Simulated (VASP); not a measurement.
Runs of VASP 6.6.1 on W. The structure is that of space group I4/mmm (No. 139), or close to it. The cells are those of the table. 

```tsv
cell	further INCAR settings	gap on the mesh (eV)	pressure (GPa)
a = 2.819, b = 2.819, c = 2.986 Å, angles 58.0, 58.0, 64.0°, 1 atom	ALGO = Fast; EDIFF = 1e-07; NBANDS = 13	none	(b)
a = 2.873, b = 2.873, c = 2.986 Å, angles 58.7, 58.7, 62.6°, 1 atom	ALGO = Fast; EDIFF = 1e-07; NBANDS = 13	none	-21.4
a = 2.880, b = 2.880, c = 3.101 Å, angles 57.4, 57.4, 65.1°, 1 atom	ALGO = Fast; EDIFF = 1e-07; NBANDS = 13	none	-29.4
a = 2.933, b = 2.933, c = 2.756 Å, angles 62.0, 62.0, 56.0°, 1 atom	ALGO = Fast; EDIFF = 1e-07; NBANDS = 13	none	-10.9
a = 2.933, b = 2.933, c = 3.101 Å, angles 58.1, 58.1, 63.8°, 1 atom	ALGO = Fast; EDIFF = 1e-06; NBANDS = 13	none	-35.4
a = 2.988, b = 2.988, c = 3.101 Å, angles 58.7, 58.7, 62.5°, 1 atom	ALGO = Fast; EDIFF = 1e-07; NBANDS = 13	none	(a)
```

Alike in all rows: task single point; level PBEsol; potentials or basis VASP PAW PBE potentials, release 64 (W_sv); no spin polarisation; k mesh 20 × 20 × 20; cutoff (eV) 520; smearing gaussian 0.15 eV.

Task: Fill in the values left out.

Result: (a) -40.2; (b) -12.0.

Caveats: the cell stands under tension; the PAW data sets were made with another functional, which shifts forces and pressure a little; spin-orbit coupling is left out, which moves the levels of the heavy elements.

A k mesh can miss the band edges, and the runs leave out spin-orbit coupling on W.

A gap of «none» marks levels without a gap at the run's occupations.
